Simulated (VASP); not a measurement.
# Nb3Te8Mo (P-3m1) in VASP: notebook

Nb3Te8Mo is run at these levels: PBE; tasks: single point.

Everything below comes from runs of VASP 6.6.1. Logs are shortened: lines on timing, memory, paths and dates and some standing lists are left out, and cuts for length are marked.

## 1. The cell of the first run

It takes space group P-3m1 (No. 164, trigonal). Conventional cell: a = 3.722 Å, b = 3.722 Å, c = 28.602 Å, α = 90.00°, β = 90.00°, γ = 120.00°. Within 3.8 Å of Nb (site symmetry 3m) lie 6 Te at 2.82 Å and 6 Nb at 3.72 Å. Within 3.8 Å of Nb (site symmetry -3m) lie 6 Te at 2.82 Å and 6 Nb at 3.72 Å. Te (site symmetry 3m) has 3 Mo at 2.82 Å and 6 Te at 3.72 Å within 3.8 Å. Within 3.8 Å of Te (site symmetry 3m) lie 3 Nb at 2.82 Å and 6 Te at 3.72 Å. Within 3.8 Å of Te (site symmetry 3m) lie 3 Nb at 2.82 Å and 6 Te at 3.72 Å. Te (site symmetry 3m) has 3 Nb at 2.82 Å and 6 Te at 3.72 Å within 3.8 Å. Within 3.8 Å of Mo (site symmetry -3m) lie 6 Te at 2.82 Å and 6 Mo at 3.72 Å.

## 2. Single point, PBE

The input, INCAR:

```
ALGO     = Normal         # electronic algorithm
EDIFF    = 1E-6           # SCF threshold, eV
ENCUT    = 500            # plane-wave cutoff, eV
GGA      = PE             # functional
GGA_COMPAT= F            
ISIF     = 2              # what is computed and relaxed
ISMEAR   = 0              # smearing method
LASPH    = T              # aspherical terms in the spheres
LCHARG   = F              # write CHGCAR
LREAL    = F              # projectors in reciprocal space
LWAVE    = F              # write WAVECAR
NBANDS   = 62             # bands
NELM     = 120            # most SCF steps
PREC     = Accurate       # precision mode
SIGMA    = 0.1            # smearing width, eV
```

The input, KPOINTS:

```
k-points
0
Gamma
  6 6 1
```

The input, POSCAR:

```
Nb3Te8Mo
1.0
    3.7215865800      0.0000000000      0.0000000000
   -1.8607932900      3.2229885200      0.0000000000
    0.0000000000      0.0000000000     28.6016927100
Nb Te Mo
3 8 1
Direct
    0.0000000000      0.0000000000      0.7500000000
    0.0000000000      0.0000000000      0.2500000000
    0.0000000000      0.0000000000      0.5000000000
    0.6666666700      0.3333333300      0.9364080600
    0.6666666700      0.3333333300      0.1864080600
    0.6666666700      0.3333333300      0.4364080600
    0.6666666700      0.3333333300      0.6864080600
    0.3333333300      0.6666666700      0.8135919400
    0.3333333300      0.6666666700      0.0635919400
    0.3333333300      0.6666666700      0.3135919400
    0.3333333300      0.6666666700      0.5635919400
    0.0000000000      0.0000000000      0.0000000000
```

Potentials or basis: VASP PAW PBE potentials, release 64 (Nb_sv, Te, Mo_sv).

Run with:

```console
$ cat potpaw_PBE.64/Nb_sv/POTCAR potpaw_PBE.64/Te/POTCAR potpaw_PBE.64/Mo_sv/POTCAR > POTCAR
$ mpirun -np 1 vasp_std > vasp.out
```

OUTCAR:

```text
EDIFF = 1E-6
   ENCUT = 500
   GGA = PE
   ISIF = 2
   ISMEAR = 0
   LASPH = T
   LREAL = F
   NELM = 120
   PREC = Accurate

 ion  position               nearest neighbor table
   1  0.000  0.000  0.750-   7 2.82   8 2.82   8 2.82   7 2.82   7 2.82   8 2.82
   2  0.000  0.000  0.250-   5 2.82  10 2.82  10 2.82   5 2.82   5 2.82  10 2.82
   3  0.000  0.000  0.500-   6 2.82  11 2.82  11 2.82   6 2.82   6 2.82  11 2.82
   4  0.667  0.333  0.936-  12 2.82  12 2.82  12 2.82
   5  0.667  0.333  0.186-   2 2.82   2 2.82   2 2.82
   6  0.667  0.333  0.436-   3 2.82   3 2.82   3 2.82
   7  0.667  0.333  0.686-   1 2.82   1 2.82   1 2.82
   8  0.333  0.667  0.814-   1 2.82   1 2.82   1 2.82
   9  0.333  0.667  0.064-  12 2.82  12 2.82  12 2.82
  10  0.333  0.667  0.314-   2 2.82   2 2.82   2 2.82
  11  0.333  0.667  0.564-   3 2.82   3 2.82   3 2.82
  12  0.000  0.000  0.000-   4 2.82   9 2.82   9 2.82   4 2.82   4 2.82   9 2.82

  LATTYP: Found a hexagonal cell.
 ALAT       =     3.7215865800
 C/A-ratio  =     7.6853492711

  Lattice vectors:

 A1 = (   3.7215865800,   0.0000000000,   0.0000000000)
 A2 = (  -1.8607932900,   3.2229885200,   0.0000000000)
 A3 = (   0.0000000000,   0.0000000000,  28.6016927100)

Analysis of symmetry for initial positions (statically):
=====================================================================
 Subroutine PRICEL returns:
 Original cell was already a primitive cell.

 Routine SETGRP: Setting up the symmetry group for a
 hexagonal supercell.

 Subroutine GETGRP returns: Found 12 space group operations
 (whereof 12 operations were pure point group operations)
 out of a pool of 24 trial point group operations.

The static configuration has the point symmetry D_3d.

Analysis of symmetry for dynamics (positions and initial velocities):
=====================================================================
 Subroutine PRICEL returns:
 Original cell was already a primitive cell.

 Routine SETGRP: Setting up the symmetry group for a
 hexagonal supercell.

 Subroutine GETGRP returns: Found 12 space group operations
 (whereof 12 operations were pure point group operations)
 out of a pool of 24 trial point group operations.

The dynamic configuration has the point symmetry D_3d.

 Subroutine INISYM returns: Found 12 space group operations
 (whereof 12 operations are pure point group operations),
 and found     1 'primitive' translations

----------------------------------------------------------------------------------------

                                     Primitive cell

  volume of cell :     343.0667

  direct lattice vectors                    reciprocal lattice vectors
     3.721586580  0.000000000  0.000000000     0.268702603  0.155135520  0.000000000
    -1.860793290  3.222988520  0.000000000     0.000000000  0.310271040  0.000000000
     0.000000000  0.000000000 28.601692710     0.000000000  0.000000000  0.034962966

  length of vectors
     3.721586580  3.721586579 28.601692710     0.310271040  0.310271040  0.034962966

  position of ions in fractional coordinates (direct lattice)
     0.000000000  0.000000000  0.750000000
     0.000000000  0.000000000  0.250000000
     0.000000000  0.000000000  0.500000000
     0.666666670  0.333333330  0.936408060
     0.666666670  0.333333330  0.186408060
     0.666666670  0.333333330  0.436408060
     0.666666670  0.333333330  0.686408060
     0.333333330  0.666666670  0.813591940
     0.333333330  0.666666670  0.063591940
     0.333333330  0.666666670  0.313591940
     0.333333330  0.666666670  0.563591940
     0.000000000  0.000000000  0.000000000

  ion indices of the primitive-cell ions
   primitive index   ion index
                 1           1
                 2           2
                 3           3
                 4           4
                 5           5
                 6           6
                 7           7
                 8           8
                 9           9
                10          10
                11          11
                12          12

----------------------------------------------------------------------------------------

 KPOINTS: k-points

Automatic generation of k-mesh.
 Grid dimensions read from file:
 generate k-points for:    6    6    1

 Generating k-lattice:

  Cartesian coordinates                     Fractional coordinates (reciprocal lattice)
     0.044783767  0.025855920  0.000000000     0.166666667 -0.000000000  0.000000000
     0.000000000  0.051711840  0.000000000     0.000000000  0.166666667  0.000000000
     0.000000000  0.000000000  0.034962966     0.000000000  0.000000000  1.000000000

  Length of vectors
     0.051711840  0.051711840  0.034962966

  Shift w.r.t. Gamma in fractional coordinates (k-lattice)
     0.000000000  0.000000000  0.000000000

 Subroutine IBZKPT returns following result:
 ===========================================

 Found      7 irreducible k-points:

 Following reciprocal coordinates:
            Coordinates               Weight
  0.000000  0.000000  0.000000      1.000000
  0.166667 -0.000000  0.000000      6.000000
  0.333333 -0.000000  0.000000      6.000000
  0.500000 -0.000000  0.000000      3.000000
  0.166667  0.166667  0.000000      6.000000
  0.333333  0.166667  0.000000     12.000000
  0.333333  0.333333  0.000000      2.000000
   k-points           NKPTS =      7   k-points in BZ     NKDIM =      7   number of bands    NBANDS=     62
   number of dos      NEDOS =    301   number of ions     NIONS =     12
   total plane-waves  NPLWV = 164640
   dimension x,y,z NGX =    28 NGY =   28 NGZ =  210
   dimension x,y,z NGXF=    56 NGYF=   56 NGZF=  420
   ions per type =               3   8   1
   NGX,Y,Z   is equivalent  to a cutoff of  12.51, 12.51, 12.21 a.u.
   NGXF,Y,Z  is equivalent  to a cutoff of  25.02, 25.02, 24.41 a.u.
 SYSTEM =  unknown system
   PREC   = accura    normal or accurate (medium, high low for compatibility)
   ISTART =      0    job   : 0-new  1-cont  2-samecut
   ICHARG =      2    charge: 1-file 2-atom 10-const
   ISPIN  =      1    spin polarized calculation?
   LNONCOLLINEAR =      F non collinear calculations
   LSORBIT =      F    spin-orbit coupling
   LASPH  =      T    aspherical Exc in radial PAW
   ENCUT  =  500.0 eV  36.75 Ry    6.06 a.u.   6.79  6.79 52.15*2*pi/ulx,y,z
   NELM   =    120;   NELMIN=  2; NELMDL= -5     # of ELM steps
   EDIFF  = 0.1E-05   stopping-criterion for ELM
   LREAL  =      F    real-space projection
   EDIFFG = 0.1E-04   stopping-criterion for IOM
   NSW    =      0    number of steps for IOM
   IBRION =     -1    ionic relax: 0-MD 1-quasi-New 2-CG
   NFREE  =      0    steps in history (QN), initial steepest desc. (CG)
   ISIF   =      2    stress and relaxation
   ISYM   =      2    0-nonsym 1-usesym 2-fastsym
   POTIM  = 0.5000    time-step for ionic-motion
   TEBEG  =    0.0;   TEEND  =   0.0 temperature during run
   PSTRESS=    0.0 pullay stress
   NELECT =     101.0000    total number of electrons
   NUPDOWN=      -1.0000    fix difference up-down
   EMIN   =  10.00;   EMAX   =-10.00  energy-range for DOS
   EFERMI =   0.00;   METHOD = LEGACY
   ISMEAR =     0;   SIGMA  =   0.10  broadening in eV -4-tet -1-fermi 0-gaus
   EFERMI_NEDOS =   21; number of points for ismear=-14 and -15
   IALGO  =     38    algorithm
   IMIX   =      4    mixing-type and parameters
     AMIX     =   0.40;   BMIX     =  1.00
     AMIX_MAG =   1.60;   BMIX_MAG =  1.00
  volume/ion in A,a.u.               =      28.59       192.93
  Fermi-wavevector in a.u.,A,eV,Ry     =   1.089070  2.058044 16.137506  1.186073
  Thomas-Fermi vector in A             =   2.225265
   LORBIT       =      0    0 simple, 1 ext, 2 COOP (PROOUT), +10 PAW based schemes
   GGA     = PE    functional components
   LHFCALC =     F    Hartree Fock is set to
   AEXX    =    0.0000 exact exchange contribution
   IVDW    =     0    specifies the selected vdW correction
   LEPSILON=     F    determine dielectric tensor
   LRPA    =     F    only Hartree local field effects (RPA)
 non-spin polarized calculation
 Gauss-broadening in eV      SIGMA  =   0.10
  energy-cutoff  :      500.00
  volume of cell :      343.07
 maximum number of plane-waves:      8726
 NGX is ok and might be reduce to    28
   NGX = 13   NGY = 13   NGZ =105

 number of electron     100.9999988 magnetization

 Free energy of the ion-electron system (eV)
  ---------------------------------------------------
  ext. energy  EPLUGINS =         0.00000000
  ---------------------------------------------------
  free energy    TOTEN  =       -70.69089223 eV

  energy without entropy =      -70.63667023  energy(sigma->0) =      -70.66378123

 E-fermi :   7.0762     XC(G=0):  -9.7821

 val. band max:        7.0542225595   @ k =   0.0000   0.0000   0.0000
 cond. band min:       7.0937619799   @ k =   0.3333   0.1667   0.0000
 fundamental gap:      0.0395394204
 Fermi energy:         7.0761954229

 k-point     1 :       0.0000    0.0000    0.0000
  band No.  band energies     occupation
      1     -54.4399      2.00000
      2     -48.3932      2.00000
      3     -48.3932      2.00000
      4     -48.3903      2.00000
      5     -28.5196      2.00000
      6     -28.5196      2.00000
[... 54 lines left out ...]
     61       9.9882      0.00000
     62       9.9883      0.00000

 k-point     2 :       0.1667   -0.0000    0.0000
  band No.  band energies     occupation
      1     -54.4389      2.00000
      2     -48.3912      2.00000
      3     -48.3912      2.00000
      4     -48.3883      2.00000
      5     -28.5361      2.00000
      6     -28.5235      2.00000
[... 314 lines left out ...]
     61       8.7775      0.00000
     62       9.3213      0.00000

 k-point     7 :       0.3333    0.3333    0.0000
  band No.  band energies     occupation
      1     -54.4353      2.00000
      2     -48.3842      2.00000
      3     -48.3842      2.00000
      4     -48.3813      2.00000
      5     -28.5652      2.00000
      6     -28.5652      2.00000
[... 54 lines left out ...]
     61       9.0453      0.00000
     62       9.0453      0.00000

------------------------ aborting loop because EDIFF is reached ----------------------------------------

  FORCE on cell =-STRESS in cart. coord.  units (eV):
  Direction    XX          YY          ZZ          XY          YZ          ZX
  --------------------------------------------------------------------------------------
  -------------------------------------------------------------------------------------
  Total       -4.9211877     -4.9211877     -0.9884272      0.0000000      0.0000000     -0.0000000
  in kB      -22.9827446    -22.9827446     -4.6161151      0.0000000      0.0000000     -0.0000000
  external PRESSURE =     -16.8605348 kB  Pullay stress =       0.0000000 kB

 VOLUME and BASIS-vectors are now :
 -----------------------------------------------------------------------------
  energy-cutoff  :      500.00
  volume of cell :      343.07
      direct lattice vectors                 reciprocal lattice vectors
     3.721586580  0.000000000  0.000000000     0.268702603  0.155135520  0.000000000
    -1.860793290  3.222988520  0.000000000     0.000000000  0.310271040  0.000000000
     0.000000000  0.000000000 28.601692710     0.000000000  0.000000000  0.034962966

 POSITION                                       TOTAL-FORCE (eV/Angst)
 -----------------------------------------------------------------------------------
      0.00000      0.00000     21.45127         0.000000     -0.000000      0.005825
      0.00000      0.00000      7.15042         0.000000      0.000000     -0.005825
      0.00000      0.00000     14.30085         0.000000      0.000000     -0.000000
      1.86079      1.07433     26.78286        -0.000000      0.000000      0.558155
      1.86079      1.07433      5.33159        -0.000000     -0.000000     -0.066153
      1.86079      1.07433     12.48201         0.000000      0.000000     -0.091837
      1.86079      1.07433     19.63243         0.000000     -0.000000     -0.077110
     -0.00000      2.14866     23.27011        -0.000000      0.000000      0.066153
     -0.00000      2.14866      1.81884         0.000000      0.000000     -0.558155
     -0.00000      2.14866      8.96926        -0.000000      0.000000      0.077110
     -0.00000      2.14866     16.11968        -0.000000     -0.000000      0.091837
      0.00000      0.00000      0.00000         0.000000      0.000000     -0.000000
 -----------------------------------------------------------------------------------
    total drift:                                0.000000      0.000000      0.000000

  FREE ENERGIE OF THE ION-ELECTRON SYSTEM (eV)
  ---------------------------------------------------
  free  energy   TOTEN  =       -70.6908922330 eV

  energy  without entropy=      -70.6366702309  energy(sigma->0) =      -70.66378123
```

It took 10 min on 1 thread of Intel Xeon Platinum 8259CL at 2.50GHz (Skylake/Cascade Lake), shared host; peak memory 0.49 GiB.

Results:

| Property | Result |
| --- | --- |
| Free energy | -70.6909 eV |
| Pressure | -1.7 GPa |
| Largest force | 0.558 eV/Å |
| Band gap on the k mesh | zero (an odd number of electrons rules out a gap without spin polarisation) |

Forces on the atoms (eV/Å):
```
Nb   0.000  0.000  0.006
Nb   0.000  0.000 -0.006
Nb   0.000  0.000  0.000
Te   0.000  0.000  0.558
Te   0.000  0.000 -0.066
Te   0.000  0.000 -0.092
Te   0.000  0.000 -0.077
Te   0.000  0.000  0.066
Te   0.000  0.000 -0.558
Te   0.000  0.000  0.077
Te   0.000  0.000  0.092
Mo   0.000  0.000  0.000
```

Caveat: spin-orbit coupling is left out, which moves the levels of the heavy elements; this functional lacks dispersion, which binds layers or chains, so the pressure and a relaxed spacing across them are unreliable.

## 3. Single point, PBE

This run uses another cell than the first one, of 28.71 Å³/atom.

The input, INCAR:

```
PREC = Accurate ; ENCUT = 500
EDIFF = 1E-6 ; ISMEAR = 0
SIGMA = 0.2 ; LREAL = F
LASPH = T ; NELM = 120
ALGO = Normal ; ISIF = 2
LWAVE = F ; LCHARG = F
GGA = PE ; NBANDS = 62
GGA_COMPAT = F
```

The input, KPOINTS:

```
Automatic mesh
0
Gamma
  6 6 1
```

The input, POSCAR:

```
Nb3Te8Mo
1.0
    3.6459725680      0.0000000000      0.0000000000
   -1.8229862840      3.1575048654      0.0000000000
    0.0000000000      0.0000000000     29.9266765689
Nb Te Mo
3 8 1
Direct
    0.0000000000      1.0000000000      0.7480354476
    0.0000000000      0.0000000000      0.2519645524
    0.0000000000      0.0000000000      0.5000000000
    0.6666666667      0.3333333333      0.9400668017
    0.6666666667      0.3333333333      0.1896717680
    0.6666666667      0.3333333333      0.4378690203
    0.6666666667      0.3333333333      0.6860327433
    0.3333333333      0.6666666667      0.8103282320
    0.3333333333      0.6666666667      0.0599331983
    0.3333333333      0.6666666667      0.3139672567
    0.3333333333      0.6666666667      0.5621309797
    0.0000000000      0.0000000000      1.0000000000
```

Potentials or basis: VASP PAW PBE potentials, release 64 (Nb_sv, Te, Mo_sv).

Run with:

```console
$ cat potpaw_PBE.64/Nb_sv/POTCAR potpaw_PBE.64/Te/POTCAR potpaw_PBE.64/Mo_sv/POTCAR > POTCAR
$ mpirun -np 1 vasp_std > vasp.out
```

Wall time 9.8 min (1 thread of Intel Xeon Platinum 8259CL at 2.50GHz (Skylake/Cascade Lake), shared host); peak memory 0.5 GiB.

The run converged. Its results:

* Free energy: -70.8940 eV
* Pressure: -0.1 GPa
* Largest force: 0.063 eV/Å
* Band gap on the k mesh: zero (an odd number of electrons rules out a gap without spin polarisation)

Forces on the atoms (eV/Å):
```
Nb   0.000  0.000  0.063
Nb   0.000  0.000 -0.063
Nb   0.000  0.000  0.000
Te   0.000  0.000 -0.056
Te   0.000  0.000  0.005
Te   0.000  0.000 -0.031
Te   0.000  0.000 -0.055
Te   0.000  0.000 -0.005
Te   0.000  0.000  0.056
Te   0.000  0.000  0.055
Te   0.000  0.000  0.031
Mo   0.000  0.000  0.000
```

Stress tensor (GPa, compression positive):
```
-0.19  0.00  0.00
 0.00 -0.19  0.00
 0.00  0.00  0.22
```

Levels at points of the mesh, in eV from the Fermi level:
```tsv
k point	band 47	band 48	band 49	band 50	band 51	band 52	band 53	band 54	band 55	band 56
(0.00, 0.00, 0.00)	0.06	0.06	0.06	0.07	0.07	0.12	0.84	0.84	1.08	1.08
(0.50, 0.00, 0.00)	-1.04	-0.98	-0.95	-0.68	-0.62	-0.55	0.29	0.83	1.54	1.54
```

Caveat: spin-orbit coupling is left out, which moves the levels of the heavy elements; this functional lacks dispersion, which binds layers or chains, so the pressure and a relaxed spacing across them are unreliable.

The gap in the log of VASP goes by the Fermi energy; the results here count the filled bands.